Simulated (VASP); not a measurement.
# CO2 (Pa-3) in VASP: further runs, part 2 of 2

VASP 6.6.1.

## Step 3: Electric field gradients, revPBE

Contents of INCAR:

```
  PREC = Accurate
  ENCUT = 520
  EDIFF = 1E-8
  ISMEAR = -1
  SIGMA = 0.02
  LREAL = False
  LASPH = True
  NELM = 80
  ALGO = Normal
  ISIF = 2
  LWAVE = False
  LCHARG = False
  GGA = RE
  LEFG = True
  NBANDS = 44
```

Contents of KPOINTS:

```
regular mesh
0
Gamma
  4 4 4
```

Contents of POSCAR:

```
CO2
1.0
    5.6300000000      0.0000000000      0.0000000000
    0.0000000000      5.6300000000      0.0000000000
    0.0000000000      0.0000000000      5.6300000000
C O
4 8
Direct
    0.0000000000      0.0000000000      0.0000000000
    0.5000000000      0.0000000000      0.5000000000
    0.5000000000      0.5000000000      0.0000000000
    0.0000000000      0.5000000000      0.5000000000
    0.1198172229      0.1198172229      0.1198172229
    0.3801827771      0.8801827771      0.6198172229
    0.6198172229      0.3801827771      0.8801827771
    0.8801827771      0.6198172229      0.3801827771
    0.8801827771      0.8801827771      0.8801827771
    0.6198172229      0.1198172229      0.3801827771
    0.3801827771      0.6198172229      0.1198172229
    0.1198172229      0.3801827771      0.6198172229
```

Potentials or basis: VASP PAW PBE potentials, release 64 (C, O).

The run is started by

```sh
cat potpaw_PBE.64/C/POTCAR potpaw_PBE.64/O/POTCAR > POTCAR
mpirun -np 1 vasp_std > vasp.out
```

OUTCAR:

```text
PREC = Accurate
   ENCUT = 520
   EDIFF = 1E-8
   ISMEAR = -1
   LREAL = False
   LASPH = True
   NELM = 80
   ISIF = 2
   GGA = RE

 ion  position               nearest neighbor table
   1  0.000  0.000  0.000-   5 1.17   9 1.17
   2  0.500  0.000  0.500-   6 1.17  10 1.17
   3  0.500  0.500  0.000-   7 1.17  11 1.17
   4  0.000  0.500  0.500-   8 1.17  12 1.17
   5  0.120  0.120  0.120-   1 1.17
   6  0.380  0.880  0.620-   2 1.17
   7  0.620  0.380  0.880-   3 1.17
   8  0.880  0.620  0.380-   4 1.17
   9  0.880  0.880  0.880-   1 1.17
  10  0.620  0.120  0.380-   2 1.17
  11  0.380  0.620  0.120-   3 1.17
  12  0.120  0.380  0.620-   4 1.17

  LATTYP: Found a simple cubic cell.
 ALAT       =     5.6300000000

  Lattice vectors:

 A1 = (   5.6300000000,   0.0000000000,   0.0000000000)
 A2 = (   0.0000000000,   5.6300000000,   0.0000000000)
 A3 = (   0.0000000000,   0.0000000000,   5.6300000000)

Analysis of symmetry for initial positions (statically):
=====================================================================
 Subroutine PRICEL returns:
 Original cell was already a primitive cell.

 Routine SETGRP: Setting up the symmetry group for a
 simple cubic supercell.

 Subroutine GETGRP returns: Found 24 space group operations
 (whereof  6 operations were pure point group operations)
 out of a pool of 48 trial point group operations.

The static configuration has the point symmetry S_6 .
 The point group associated with its full space group is T_h .

Analysis of symmetry for dynamics (positions and initial velocities):
=====================================================================
 Subroutine PRICEL returns:
 Original cell was already a primitive cell.

 Routine SETGRP: Setting up the symmetry group for a
 simple cubic supercell.
[... 710 lines left out ...]
      2.14043      4.95543      3.48957        -0.476957     -0.476957      0.476957
      3.48957      2.14043      4.95543         0.476957     -0.476957     -0.476957
      4.95543      3.48957      2.14043        -0.476957      0.476957     -0.476957
      4.95543      4.95543      4.95543        -0.476957     -0.476957     -0.476957
      3.48957      0.67457      2.14043         0.476957      0.476957     -0.476957
      2.14043      3.48957      0.67457        -0.476957      0.476957      0.476957
      0.67457      2.14043      3.48957         0.476957     -0.476957      0.476957
 -----------------------------------------------------------------------------------
    total drift:                               -0.000000      0.000000      0.000000

  FREE ENERGIE OF THE ION-ELECTRON SYSTEM (eV)
  ---------------------------------------------------
  free  energy   TOTEN  =       -89.0938610160 eV

  energy  without entropy=      -89.0938610160  energy(sigma->0) =      -89.09386102

 Electric field gradients (V/A^2)
---------------------------------------------------------------------
 ion       V_xx      V_yy      V_zz      V_xy      V_xz      V_yz
---------------------------------------------------------------------
   1      -0.000     0.000     0.000   -24.884   -24.884   -24.884
   2       0.000     0.000     0.000   -24.884    24.884    24.884
   3       0.000     0.000    -0.000    24.884    24.884   -24.884
   4       0.000     0.000    -0.000    24.884   -24.884    24.884
   5      -0.000    -0.000    -0.000    35.050    35.050    35.050
   6      -0.000    -0.000     0.000    35.050   -35.050   -35.050
   7      -0.000    -0.000     0.000   -35.050   -35.050    35.050
   8      -0.000    -0.000     0.000   -35.050    35.050   -35.050
   9      -0.000    -0.000     0.000    35.050    35.050    35.050
  10      -0.000    -0.000     0.000    35.050   -35.050   -35.050
  11      -0.000    -0.000     0.000   -35.050   -35.050    35.050
  12      -0.000    -0.000     0.000   -35.050    35.050   -35.050
---------------------------------------------------------------------

 Electric field gradients after diagonalization (V/A^2)
 (convention: |V_zz| > |V_xx| > |V_yy|)
----------------------------------------------------------------------
 ion       V_xx      V_yy      V_zz     asymmetry (V_yy - V_xx)/ V_zz
----------------------------------------------------------------------
   1      24.884    24.884   -49.768       0.000
   2      24.884    24.884   -49.768       0.000
   3      24.884    24.884   -49.768       0.000
   4      24.884    24.884   -49.768       0.000
   5     -35.050   -35.050    70.100       0.000
   6     -35.050   -35.050    70.100       0.000
   7     -35.050   -35.050    70.100       0.000
   8     -35.050   -35.050    70.100       0.000
   9     -35.050   -35.050    70.100       0.000
  10     -35.050   -35.050    70.100       0.000
  11     -35.050   -35.050    70.100       0.000
  12     -35.050   -35.050    70.100       0.000
----------------------------------------------------------------------

           NMR quadrupolar parameters

 Cq : quadrupolar parameter    Cq=e*Q*V_zz/h
 eta: asymmetry parameters     (V_yy - V_xx)/ V_zz
 Q  : nuclear electric quadrupole moment in mb (millibarn)
----------------------------------------------------------------------
 ion       Cq(MHz)       eta       Q (mb)
----------------------------------------------------------------------
   1      -0.120       0.000       1.000
   2      -0.120       0.000       1.000
   3      -0.120       0.000       1.000
   4      -0.120       0.000       1.000
   5       0.170       0.000       1.000
   6       0.170       0.000       1.000
   7       0.170       0.000       1.000
   8       0.170       0.000       1.000
   9       0.170       0.000       1.000
  10       0.170       0.000       1.000
  11       0.170       0.000       1.000
  12       0.170       0.000       1.000
----------------------------------------------------------------------
```

stdout:

```text
POSCAR found type information on POSCAR C O
 POSCAR found :  2 types and      12 ions
 scaLAPACK will be used
 -----------------------------------------------------------------------------
|                                                                             |
|                                                                             |
|     You enforced a specific xc type in the INCAR file but a different       |
|     I HOPE YOU KNOW WHAT YOU ARE DOING!                                     |
|                                                                             |
 -----------------------------------------------------------------------------

 LDA part: xc-table for (Slater+PW92), standard interpolation
 POSCAR, INCAR and KPOINTS ok, starting setup
 FFT: planning ... GRIDC
 FFT: planning ... GRID_SOFT
 FFT: planning ... GRID
 WAVECAR not read
 entering main loop
ion   1

ion   2

ion   3

ion   4

ion   5

ion   6

ion   7

ion   8

ion   9

ion  10

ion  11

ion  12
```

Wall time 78 s (1 thread of AMD EPYC 7R13 (Zen 3), shared host); peak memory 0.24 GiB.

What came out:

```
Free energy                             : -89.0939 eV
Pressure                                : 4.8 GPa
Largest force                           : 0.826 eV/Å
Band gap on the k mesh                  : 7.02 eV
Largest electric field gradient by atom : C -49.8; O +70.1 V/Å²
```

Forces in eV/Å, atoms in the order of the input:
```
C    0.000  0.000  0.000
C    0.000  0.000  0.000
C    0.000  0.000  0.000
C    0.000  0.000  0.000
O    0.477  0.477  0.477
O   -0.477 -0.477  0.477
O    0.477 -0.477 -0.477
O   -0.477  0.477 -0.477
O   -0.477 -0.477 -0.477
O    0.477  0.477 -0.477
O   -0.477  0.477  0.477
O    0.477 -0.477  0.477
```

Levels at points of the mesh, in eV from the valence-band top:
| k point | band 28 | band 29 | band 30 | band 31 | band 32 | band 33 | band 34 | band 35 | band 36 | band 37 |
| --- | --- | --- | --- | --- | --- | --- | --- | --- | --- | --- |
| (0.00, 0.00, 0.00) | -0.18 | -0.18 | -0.18 | 0.00 | 0.00 | 7.02 | 8.09 | 8.09 | 8.09 | 8.34 |
| (0.50, 0.00, 0.00) | -0.34 | -0.28 | -0.28 | -0.07 | -0.07 | 8.03 | 8.03 | 8.25 | 8.25 | 8.52 |
| (0.50, 0.50, 0.00) | -0.30 | -0.26 | -0.26 | -0.26 | -0.26 | 8.03 | 8.03 | 8.03 | 8.03 | 8.68 |
| (0.50, 0.50, 0.50) | -0.31 | -0.29 | -0.29 | -0.29 | -0.29 | 8.03 | 8.03 | 8.03 | 8.03 | 8.89 |

Electric field gradients, principal values (V/Å²):
| atom | least | middle | greatest (by size) |
| --- | --- | --- | --- |
| 1 C | 24.884 | 24.884 | -49.768 |
| 2 C | 24.884 | 24.884 | -49.768 |
| 3 C | 24.884 | 24.884 | -49.768 |
| 4 C | 24.884 | 24.884 | -49.768 |
| 5 O | -35.050 | -35.050 | 70.100 |
| 6 O | -35.050 | -35.050 | 70.100 |
| 7 O | -35.050 | -35.050 | 70.100 |
| 8 O | -35.050 | -35.050 | 70.100 |
| 9 O | -35.050 | -35.050 | 70.100 |
| 10 O | -35.050 | -35.050 | 70.100 |
| 11 O | -35.050 | -35.050 | 70.100 |
| 12 O | -35.050 | -35.050 | 70.100 |

Caveat: the cell stands under pressure; this functional lacks dispersion, which holds the molecules together, so the pressure and a relaxed volume are unreliable; without QUAD_EFG the Cq values of the log hold for a quadrupole moment of 1 mb, not for the nuclei; the PAW data sets were made with another functional, which shifts forces and pressure a little. A k mesh can miss the band edges.

## Step 4: Electric field gradients, r2SCAN

POSCAR is that of step 3.

Contents of INCAR.step1:

```
SYSTEM = CO2
ALGO     = Normal         ! electronic algorithm
EDIFF    = 1E-4           ! SCF threshold, eV
ENCUT    = 520            ! plane-wave cutoff, eV
GGA      = PE             ! functional
ISMEAR   = -1             ! smearing method
LASPH    = .TRUE.         ! aspherical terms in the spheres
LCHARG   = .FALSE.        ! write CHGCAR
LREAL    = .FALSE.        ! projectors in reciprocal space
LWAVE    = .TRUE.         ! write WAVECAR
NBANDS   = 44             ! bands
NELM     = 80             ! most SCF steps
PREC     = Accurate       ! precision mode
SIGMA    = 0.02           ! smearing width, eV
```

Contents of INCAR.step2:

```
SYSTEM = CO2
ALGO     = Normal         ! electronic algorithm
EDIFF    = 1E-8           ! SCF threshold, eV
ENCUT    = 520            ! plane-wave cutoff, eV
ISIF     = 2              ! what is computed and relaxed
ISMEAR   = -1             ! smearing method
ISTART   = 1            
LASPH    = .TRUE.         ! aspherical terms in the spheres
LCHARG   = .FALSE.        ! write CHGCAR
LEFG     = .TRUE.       
LMIXTAU  = .TRUE.       
LREAL    = .FALSE.        ! projectors in reciprocal space
LWAVE    = .FALSE.        ! write WAVECAR
METAGGA  = R2SCAN         ! meta-GGA
NBANDS   = 44             ! bands
NELM     = 80             ! most SCF steps
PREC     = Accurate       ! precision mode
SIGMA    = 0.02           ! smearing width, eV
```

Contents of KPOINTS:

```
k-points
0
G
  4 4 4
  0 0 0
```

Potentials or basis: VASP PAW PBE potentials, release 64 (C, O).

The run is started by

```sh
cat potpaw_PBE.64/C/POTCAR potpaw_PBE.64/O/POTCAR > POTCAR
cp INCAR.step1 INCAR
mpirun -np 1 vasp_std > vasp.out
cp INCAR.step2 INCAR
mpirun -np 1 vasp_std > vasp.out
```

OUTCAR:

```text
SYSTEM = CO2
   EDIFF = 1E-8
   ENCUT = 520
   ISIF = 2
   ISMEAR = -1
   ISTART = 1
   LASPH = .TRUE.
   LREAL = .FALSE.
   METAGGA = R2SCAN
   NELM = 80
   PREC = Accurate

 ion  position               nearest neighbor table
   1  0.000  0.000  0.000-   5 1.17   9 1.17
   2  0.500  0.000  0.500-   6 1.17  10 1.17
   3  0.500  0.500  0.000-   7 1.17  11 1.17
   4  0.000  0.500  0.500-   8 1.17  12 1.17
   5  0.120  0.120  0.120-   1 1.17
   6  0.380  0.880  0.620-   2 1.17
   7  0.620  0.380  0.880-   3 1.17
   8  0.880  0.620  0.380-   4 1.17
   9  0.880  0.880  0.880-   1 1.17
  10  0.620  0.120  0.380-   2 1.17
  11  0.380  0.620  0.120-   3 1.17
  12  0.120  0.380  0.620-   4 1.17

  LATTYP: Found a simple cubic cell.
 ALAT       =     5.6300000000

  Lattice vectors:

 A1 = (   5.6300000000,   0.0000000000,   0.0000000000)
 A2 = (   0.0000000000,   5.6300000000,   0.0000000000)
 A3 = (   0.0000000000,   0.0000000000,   5.6300000000)

Analysis of symmetry for initial positions (statically):
=====================================================================
 Subroutine PRICEL returns:
[... 749 lines left out ...]
   1       0.000     0.000    -0.000   -28.523   -28.523   -28.523
   2       0.000    -0.000    -0.000   -28.523    28.523    28.523
   3       0.000     0.000    -0.000    28.523    28.523   -28.523
   4       0.000    -0.000    -0.000    28.523   -28.523    28.523
   5       0.000     0.000     0.000    36.839    36.839    36.839
   6       0.000     0.000     0.000    36.839   -36.839   -36.839
   7       0.000     0.000     0.000   -36.839   -36.839    36.839
   8       0.000     0.000     0.000   -36.839    36.839   -36.839
   9       0.000     0.000     0.000    36.839    36.839    36.839
  10       0.000     0.000     0.000    36.839   -36.839   -36.839
  11       0.000     0.000     0.000   -36.839   -36.839    36.839
  12       0.000     0.000     0.000   -36.839    36.839   -36.839
---------------------------------------------------------------------

 Electric field gradients after diagonalization (V/A^2)
 (convention: |V_zz| > |V_xx| > |V_yy|)
----------------------------------------------------------------------
 ion       V_xx      V_yy      V_zz     asymmetry (V_yy - V_xx)/ V_zz
----------------------------------------------------------------------
   1      28.523    28.523   -57.046       0.000
   2      28.523    28.523   -57.046       0.000
   3      28.523    28.523   -57.046       0.000
   4      28.523    28.523   -57.046       0.000
   5     -36.839   -36.839    73.678       0.000
   6     -36.839   -36.839    73.678       0.000
   7     -36.839   -36.839    73.678       0.000
   8     -36.839   -36.839    73.678       0.000
   9     -36.839   -36.839    73.678       0.000
  10     -36.839   -36.839    73.678       0.000
  11     -36.839   -36.839    73.678       0.000
  12     -36.839   -36.839    73.678       0.000
----------------------------------------------------------------------

           NMR quadrupolar parameters

 Cq : quadrupolar parameter    Cq=e*Q*V_zz/h
 eta: asymmetry parameters     (V_yy - V_xx)/ V_zz
 Q  : nuclear electric quadrupole moment in mb (millibarn)
----------------------------------------------------------------------
 ion       Cq(MHz)       eta       Q (mb)
----------------------------------------------------------------------
   1      -0.138       0.000       1.000
   2      -0.138       0.000       1.000
   3      -0.138       0.000       1.000
   4      -0.138       0.000       1.000
   5       0.178       0.000       1.000
   6       0.178       0.000       1.000
   7       0.178       0.000       1.000
   8       0.178       0.000       1.000
   9       0.178       0.000       1.000
  10       0.178       0.000       1.000
  11       0.178       0.000       1.000
  12       0.178       0.000       1.000
----------------------------------------------------------------------
```

Wall time 4.9 min (1 thread of AMD EPYC 7R13 (Zen 3), shared host); peak memory 0.27 GiB.

What came out:

- Free energy: -103.0629 eV
- Pressure: -0.8 GPa
- Largest force: 0.102 eV/Å
- Band gap on the k mesh: 7.40 eV
- Largest electric field gradient by atom: C -57.0; O +73.7 V/Å²

Forces in eV/Å, atoms in the order of the input:
```
C    0.000  0.000  0.000
C    0.000  0.000  0.000
C    0.000  0.000  0.000
C    0.000  0.000  0.000
O   -0.059 -0.059 -0.059
O    0.059  0.059 -0.059
O   -0.059  0.059  0.059
O    0.059 -0.059  0.059
O    0.059  0.059  0.059
O   -0.059 -0.059  0.059
O    0.059 -0.059 -0.059
O   -0.059  0.059 -0.059
```

Levels at points of the mesh, in eV from the valence-band top:
```
           k point  band 30  band 31  band 32  band 33  band 34  band 35
(0.00, 0.00, 0.00)    -0.19     0.00     0.00     7.40     8.71     8.71
(0.50, 0.00, 0.00)    -0.29    -0.07    -0.07     8.65     8.65     8.85
(0.50, 0.50, 0.00)    -0.27    -0.27    -0.27     8.64     8.64     8.64
(0.50, 0.50, 0.50)    -0.31    -0.31    -0.31     8.64     8.64     8.64
```

Electric field gradients, principal values (V/Å²):
| atom | least | middle | greatest (by size) |
| --- | --- | --- | --- |
| 1 C | 28.523 | 28.523 | -57.046 |
| 2 C | 28.523 | 28.523 | -57.046 |
| 3 C | 28.523 | 28.523 | -57.046 |
| 4 C | 28.523 | 28.523 | -57.046 |
| 5 O | -36.839 | -36.839 | 73.678 |
| 6 O | -36.839 | -36.839 | 73.678 |
| 7 O | -36.839 | -36.839 | 73.678 |
| 8 O | -36.839 | -36.839 | 73.678 |
| 9 O | -36.839 | -36.839 | 73.678 |
| 10 O | -36.839 | -36.839 | 73.678 |
| 11 O | -36.839 | -36.839 | 73.678 |
| 12 O | -36.839 | -36.839 | 73.678 |

Caveat: without QUAD_EFG the Cq values of the log hold for a quadrupole moment of 1 mb, not for the nuclei; the PAW data sets were made with another functional, which shifts forces and pressure a little. A k mesh can miss the band edges.

## Step 5: Overview

| level | cell | gap on the mesh (eV) | pressure (GPa) | largest force (eV/Å) |
| --- | --- | --- | --- | --- |
| PBE | as given, atomic positions A | 7.64 | 48.7 | 19.26 |
| revPBE | as given, atomic positions B | 7.02 | 4.8 | 0.83 |
| r2SCAN | as given, atomic positions B | 7.40 | -0.8 | 0.10 |

Alike in all rows: task electric field gradients; potentials or basis VASP PAW PBE potentials, release 64 (C, O); no spin polarisation; k mesh 4 × 4 × 4; cutoff (eV) 520; smearing fermi-dirac 0.02 eV.

The pressure there spans -0.8 GPa (r2SCAN) to 48.7 GPa (PBE); a positive pressure means that this level wants a larger cell, a negative one a smaller.

Caveats: the cell stands under pressure (at least some runs); this functional lacks dispersion, which holds the molecules together, so the pressure and a relaxed volume are unreliable (at least some runs); the PAW data sets were made with another functional, which shifts forces and pressure a little (at least some runs); forces of over 1 eV/Å act on the atoms, so gaps and moduli don't describe the material at rest (at least some runs).

Total energies depend on the potentials used, so only differences within one code and one set of settings carry meaning.
